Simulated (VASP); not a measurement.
# PbO2 (fluorite type) (Fm-3m) in VASP: further runs, part 2 of 3

VASP 6.6.1. Earlier steps stand in the parts before.

**3. Single point, r2SCAN**

Contents of POSCAR:

```
PbO2
1.0
    0.0000000000      2.6312941186      2.6312941186
    2.6312941186      0.0000000000      2.6312941186
    2.6312941186      2.6312941186      0.0000000000
Pb O
1 2
Direct
    0.0000000000      0.0000000000      0.0000000000
    0.2500000000      0.2500000000      0.2500000000
    0.7500000000      0.7500000000      0.7500000000
```

Contents of INCAR.step1:

```
SYSTEM = PbO2
PREC     = Accurate       ! precision mode
ENCUT    = 520            ! plane-wave cutoff, eV
ISMEAR   = -1             ! smearing method
SIGMA    = 0.1            ! smearing width, eV
LREAL    = .FALSE.        ! projectors in reciprocal space
LASPH    = .TRUE.         ! aspherical terms in the spheres
NELM     = 80             ! most SCF steps
NBANDS   = 20             ! bands
GGA      = PE             ! functional
ALGO     = Normal         ! electronic algorithm
EDIFF    = 1E-4           ! SCF threshold, eV
LWAVE    = .TRUE.         ! write WAVECAR
LCHARG   = .FALSE.        ! write CHGCAR
```

Contents of INCAR.step2:

```
SYSTEM = PbO2
PREC     = Accurate       ! precision mode
ENCUT    = 520            ! plane-wave cutoff, eV
EDIFF    = 1E-6           ! SCF threshold, eV
ISMEAR   = -1             ! smearing method
SIGMA    = 0.1            ! smearing width, eV
LREAL    = .FALSE.        ! projectors in reciprocal space
LASPH    = .TRUE.         ! aspherical terms in the spheres
NELM     = 80             ! most SCF steps
ALGO     = Normal         ! electronic algorithm
ISIF     = 2              ! what is computed and relaxed
LWAVE    = .FALSE.        ! write WAVECAR
LCHARG   = .FALSE.        ! write CHGCAR
METAGGA  = R2SCAN         ! meta-GGA
LMIXTAU  = .TRUE.       
NBANDS   = 20             ! bands
ISTART   = 1
```

Contents of KPOINTS:

```
Automatic mesh
0
G
  11 11 11
  0 0 0
```

Potentials or basis: VASP PAW PBE potentials, release 64 (Pb_d, O).

Started as:

```console
$ cat potpaw_PBE.64/Pb_d/POTCAR potpaw_PBE.64/O/POTCAR > POTCAR
$ cp INCAR.step1 INCAR
$ mpirun -np 1 vasp_std > vasp.out
$ cp INCAR.step2 INCAR
$ mpirun -np 1 vasp_std > vasp.out
```

OUTCAR:

```text
SYSTEM = PbO2
   PREC = Accurate
   ENCUT = 520
   EDIFF = 1E-6
   ISMEAR = -1
   LREAL = .FALSE.
   LASPH = .TRUE.
   NELM = 80
   ISIF = 2
   METAGGA = R2SCAN
   ISTART = 1

 ion  position               nearest neighbor table
   1  0.000  0.000  0.000-   3 2.28   3 2.28   2 2.28   3 2.28   2 2.28   2 2.28   3 2.28   2 2.28

   2  0.250  0.250  0.250-   1 2.28   1 2.28   1 2.28   1 2.28
   3  0.750  0.750  0.750-   1 2.28   1 2.28   1 2.28   1 2.28

  LATTYP: Found a face centered cubic cell.
 ALAT       =     5.2625882372

  Lattice vectors:

 A1 = (   0.0000000000,   2.6312941186,   2.6312941186)
 A2 = (   2.6312941186,   0.0000000000,   2.6312941186)
 A3 = (   2.6312941186,   2.6312941186,   0.0000000000)

Analysis of symmetry for initial positions (statically):
=====================================================================
 Subroutine PRICEL returns:
 Original cell was already a primitive cell.

 Routine SETGRP: Setting up the symmetry group for a
 face centered cubic supercell.

 Subroutine GETGRP returns: Found 48 space group operations
 (whereof 48 operations were pure point group operations)
 out of a pool of 48 trial point group operations.

The static configuration has the point symmetry O_h .

Analysis of symmetry for dynamics (positions and initial velocities):
=====================================================================
 Subroutine PRICEL returns:
 Original cell was already a primitive cell.

 Routine SETGRP: Setting up the symmetry group for a
 face centered cubic supercell.

 Subroutine GETGRP returns: Found 48 space group operations
 (whereof 48 operations were pure point group operations)
 out of a pool of 48 trial point group operations.

The dynamic configuration has the point symmetry O_h .

 Subroutine INISYM returns: Found 48 space group operations
 (whereof 48 operations are pure point group operations),
[... 106 lines left out ...]
   POTIM  = 0.5000    time-step for ionic-motion
   TEBEG  =    0.0;   TEEND  =   0.0 temperature during run
   PSTRESS=    0.0 pullay stress
   NELECT =      26.0000    total number of electrons
   NUPDOWN=      -1.0000    fix difference up-down
   EMIN   =  10.00;   EMAX   =-10.00  energy-range for DOS
   EFERMI =   0.00;   METHOD = LEGACY
   ISMEAR =    -1;   SIGMA  =   0.10  broadening in eV -4-tet -1-fermi 0-gaus
   EFERMI_NEDOS =   21; number of points for ismear=-14 and -15
   IALGO  =     38    algorithm
   IMIX   =      4    mixing-type and parameters
     AMIX     =   0.40;   BMIX     =  1.00
     AMIX_MAG =   1.60;   BMIX_MAG =  1.00
  volume/ion in A,a.u.               =      12.15        81.96
  Fermi-wavevector in a.u.,A,eV,Ry     =   1.462918  2.764514 29.118211  2.140128
  Thomas-Fermi vector in A             =   2.579074
   LORBIT       =      0    0 simple, 1 ext, 2 COOP (PROOUT), +10 PAW based schemes
   METAGGA = R2SCAN    functional components
   LHFCALC =     F    Hartree Fock is set to
   AEXX    =    0.0000 exact exchange contribution
   IVDW    =     0    specifies the selected vdW correction
   LEPSILON=     F    determine dielectric tensor
   LRPA    =     F    only Hartree local field effects (RPA)
 non-spin polarized calculation
  energy-cutoff  :      520.00
  volume of cell :       36.44
 maximum number of plane-waves:       998
   NGX = 13   NGY = 13   NGZ = 13

 number of electron      26.0000014 magnetization

 Free energy of the ion-electron system (eV)
  ---------------------------------------------------
  ext. energy  EPLUGINS =         0.00000000
  ---------------------------------------------------
  free energy    TOTEN  =       -70.75467392 eV

  energy without entropy =      -70.74503944  energy(sigma->0) =      -70.74985668

 E-fermi :   6.5030     XC(G=0): -12.3741

 val. band max:        6.3082315585   @ k =  -0.2727   0.4545   0.1818
 cond. band min:       6.9533032881   @ k =  -0.0909   0.0909   0.0000
 fundamental gap:      0.6450717296
 Fermi energy:         6.5030178427

 k-point     1 :       0.0000    0.0000    0.0000
  band No.  band energies     occupation
      1     -13.7903      2.00000
      2     -10.5415      2.00000
      3      -9.9494      2.00000
      4      -9.9494      2.00000
      5      -9.9494      2.00000
      6      -9.5967      2.00000
[... 541 lines left out ...]
     19      22.6827      0.00000
     20      24.6276      0.00000

 [... further k-points ...]
[... 5 lines left out ...]
  --------------------------------------------------------------------------------------
  -------------------------------------------------------------------------------------
  Total        1.5984039      1.5984039      1.5984039      0.0000000      0.0000000      0.0000000
  in kB       70.2843991     70.2843991     70.2843991      0.0000000      0.0000000      0.0000000
  external PRESSURE =      70.2843991 kB  Pullay stress =       0.0000000 kB

 VOLUME and BASIS-vectors are now :
 -----------------------------------------------------------------------------
  energy-cutoff  :      520.00
  volume of cell :       36.44
      direct lattice vectors                 reciprocal lattice vectors
     0.000000000  2.631294119  2.631294119    -0.190020567  0.190020567  0.190020567
     2.631294119  0.000000000  2.631294119     0.190020567 -0.190020567  0.190020567
     2.631294119  2.631294119  0.000000000     0.190020567  0.190020567 -0.190020567

 POSITION                                       TOTAL-FORCE (eV/Angst)
 -----------------------------------------------------------------------------------
      0.00000      0.00000      0.00000        -0.000000     -0.000000     -0.000000
      1.31565      1.31565      1.31565         0.000000      0.000000      0.000000
      3.94694      3.94694      3.94694        -0.000000      0.000000     -0.000000
 -----------------------------------------------------------------------------------
    total drift:                                0.000000     -0.000000      0.000000

  FREE ENERGIE OF THE ION-ELECTRON SYSTEM (eV)
  ---------------------------------------------------
  free  energy   TOTEN  =       -70.7546739192 eV

  energy  without entropy=      -70.7450394391  energy(sigma->0) =      -70.74985668
```

OUTCAR.step1:

```text
SYSTEM = PbO2
   PREC = Accurate
   ENCUT = 520
   ISMEAR = -1
   LREAL = .FALSE.
   LASPH = .TRUE.
   NELM = 80
[... 775 lines left out ...]
      0.00000      0.00000      0.00000         0.000000     -0.000000      0.000000
      1.31565      1.31565      1.31565         0.000000      0.000000      0.000000
      3.94694      3.94694      3.94694        -0.000000     -0.000000     -0.000000
 -----------------------------------------------------------------------------------
    total drift:                                0.000000     -0.000000      0.000000

  FREE ENERGIE OF THE ION-ELECTRON SYSTEM (eV)
  ---------------------------------------------------
  free  energy   TOTEN  =       -15.4907414202 eV

  energy  without entropy=      -15.4801233037  energy(sigma->0) =      -15.48543236
```

OSZICAR.step1:

```text
N       E                     dE             d eps       ncg     rms          rms(c)
DAV:   1     0.262135566986E+03    0.26214E+03   -0.13841E+04  2296   0.162E+03
DAV:   2     0.481290701943E+01   -0.25732E+03   -0.24414E+03  2416   0.430E+02
DAV:   3    -0.177366006682E+02   -0.22550E+02   -0.22152E+02  2624   0.132E+02
DAV:   4    -0.183726209409E+02   -0.63602E+00   -0.63507E+00  2552   0.218E+01
DAV:   5    -0.183910171190E+02   -0.18396E-01   -0.18395E-01  3016   0.397E+00    0.991E+00
DAV:   6    -0.154939633086E+02    0.28971E+01   -0.11131E+01  3360   0.444E+01    0.283E+00
DAV:   7    -0.155003847558E+02   -0.64214E-02   -0.54934E-01  2468   0.749E+00    0.172E+00
DAV:   8    -0.154987582328E+02    0.16265E-02   -0.13523E-01  2544   0.403E+00    0.748E-01
DAV:   9    -0.154899714318E+02    0.87868E-02   -0.25657E-02  3336   0.219E+00    0.122E-01
DAV:  10    -0.154907678115E+02   -0.79638E-03   -0.40608E-03  2376   0.435E-01    0.750E-02
DAV:  11    -0.154907414202E+02    0.26391E-04   -0.10318E-04  2128   0.855E-02
   1 F= -.15490741E+02 E0= -.15485432E+02  d E =-.106181E-01
```

Wall time 1.7 min (1 thread of Intel Xeon Platinum 8488C (Sapphire Rapids), shared host); peak memory 0.18 GiB.

Results:

```yaml
Free_energy: -70.7547 eV
Pressure: 7.0 GPa
Band_gap_on_the_k_mesh: zero (bands 13 and 14 overlap by 1.37 eV)
```

Caveat: the cell stands under pressure; the PAW data sets were made with another functional, which shifts forces and pressure a little; spin-orbit coupling is left out, which moves the levels of the heavy elements.

**4. Single point, r2SCAN**

This run uses another cell than the first one, of 12.54 Å³/atom.

Contents of POSCAR:

```
PbO2
1.0
    0.0000000000      2.6595897733      2.6595897733
    2.6595897733      0.0000000000      2.6595897733
    2.6595897733      2.6595897733      0.0000000000
Pb O
1 2
Direct
    0.0000000000      0.0000000000      0.0000000000
    0.2500000000      0.2500000000      0.2500000000
    0.7500000000      0.7500000000      0.7500000000
```

Contents of INCAR.step1:

```
SYSTEM = PbO2
PREC = Accurate
ENCUT = 520
ISMEAR = -1
SIGMA = 0.1
LREAL = .False.
LASPH = .True.
NELM = 80
NBANDS = 20
GGA = PE
ALGO = Normal
EDIFF = 1E-4
LWAVE = .True.
LCHARG = .False.
```

Contents of INCAR.step2:

```
SYSTEM = PbO2
PREC = Accurate
ENCUT = 520
EDIFF = 1E-6
ISMEAR = -1
SIGMA = 0.1
LREAL = .False.
LASPH = .True.
NELM = 80
ALGO = Normal
ISIF = 2
LWAVE = .False.
LCHARG = .True.
METAGGA = R2SCAN
LMIXTAU = .True.
LELF = .True.
LVHAR = .True.
NBANDS = 20
ISTART = 1
```

Contents of KPOINTS:

```
Automatic mesh
0
Gamma
  11 11 11
  0 0 0
```

Started as:

```console
$ cat potpaw_PBE.64/Pb_d/POTCAR potpaw_PBE.64/O/POTCAR > POTCAR
$ cp INCAR.step1 INCAR
$ mpirun -np 1 vasp_std > vasp.out
$ cp INCAR.step2 INCAR
$ mpirun -np 1 vasp_std > vasp.out
```

Wall time 1.8 min (1 thread of Intel Xeon Platinum 8488C (Sapphire Rapids), shared host); peak memory 0.19 GiB.

It converged, with:

- Free energy: -70.7864 eV
- Pressure: 1.2 GPa
- Band gap on the k mesh: zero (bands 13 and 14 overlap by 1.29 eV)

Levels at points of the mesh, in eV from the Fermi level:
```
           k point  band 9  band 10  band 11  band 12  band 13  band 14  band 15  band 16  band 17  band 18
(0.00, 0.00, 0.00)   -2.27    -2.27    -2.25    -1.49    -1.49    -1.49     7.61     7.61     7.61    12.05
```

Caveat: the PAW data sets were made with another functional, which shifts forces and pressure a little; spin-orbit coupling is left out, which moves the levels of the heavy elements.

**5. Single point, r2SCAN**

This run uses another cell than the first one, of 12.94 Å³/atom.

Contents of POSCAR:

```
PbO2
1.0
    0.0000000000      2.6872958273      2.6872958273
    2.6872958273      0.0000000000      2.6872958273
    2.6872958273      2.6872958273      0.0000000000
Pb O
1 2
Direct
    0.0000000000      0.0000000000      0.0000000000
    0.2500000000      0.2500000000      0.2500000000
    0.7500000000      0.7500000000      0.7500000000
```

Contents of INCAR.step1:

```
PREC     = Accurate       # precision mode
ENCUT    = 520            # plane-wave cutoff, eV
ISMEAR   = -1             # smearing method
SIGMA    = 0.1            # smearing width, eV
LREAL    = F              # projectors in reciprocal space
LASPH    = T              # aspherical terms in the spheres
NELM     = 80             # most SCF steps
NBANDS   = 20             # bands
GGA      = PE             # functional
ALGO     = Normal         # electronic algorithm
EDIFF    = 1E-4           # SCF threshold, eV
LWAVE    = T              # write WAVECAR
LCHARG   = F              # write CHGCAR
```

Contents of INCAR.step2:

```
PREC     = Accurate       # precision mode
ENCUT    = 520            # plane-wave cutoff, eV
EDIFF    = 1E-7           # SCF threshold, eV
ISMEAR   = -1             # smearing method
SIGMA    = 0.1            # smearing width, eV
LREAL    = F              # projectors in reciprocal space
LASPH    = T              # aspherical terms in the spheres
NELM     = 80             # most SCF steps
ALGO     = Normal         # electronic algorithm
ISIF     = 2              # what is computed and relaxed
LWAVE    = F              # write WAVECAR
LCHARG   = F              # write CHGCAR
METAGGA  = R2SCAN         # meta-GGA
LMIXTAU  = T            
NBANDS   = 20             # bands
ISTART   = 1
```

Contents of KPOINTS:

```
Automatic mesh
0
Gamma
  11 11 11
```

Started as:

```console
$ cat potpaw_PBE.64/Pb_d/POTCAR potpaw_PBE.64/O/POTCAR > POTCAR
$ cp INCAR.step1 INCAR
$ mpirun -np 1 vasp_std > vasp.out
$ cp INCAR.step2 INCAR
$ mpirun -np 1 vasp_std > vasp.out
```

Wall time 2.2 min (1 thread of Intel Xeon Platinum 8488C (Sapphire Rapids), shared host); peak memory 0.19 GiB.

It converged, with:

| Item | Value |
| --- | --- |
| Free energy | -70.7787 eV |
| Pressure | -3.6 GPa |
| Band gap on the k mesh | zero (bands 13 and 14 overlap by 1.23 eV) |

Levels at points of the mesh, in eV from the Fermi level:
```
           k point  band 10  band 11  band 12  band 13  band 14  band 15  band 16  band 17
(0.00, 0.00, 0.00)    -2.22    -2.22    -1.42    -1.42    -1.42     7.51     7.51     7.51
```

Caveat: the cell stands under tension; the PAW data sets were made with another functional, which shifts forces and pressure a little; spin-orbit coupling is left out, which moves the levels of the heavy elements.

(Continued in part 3 of 3.)
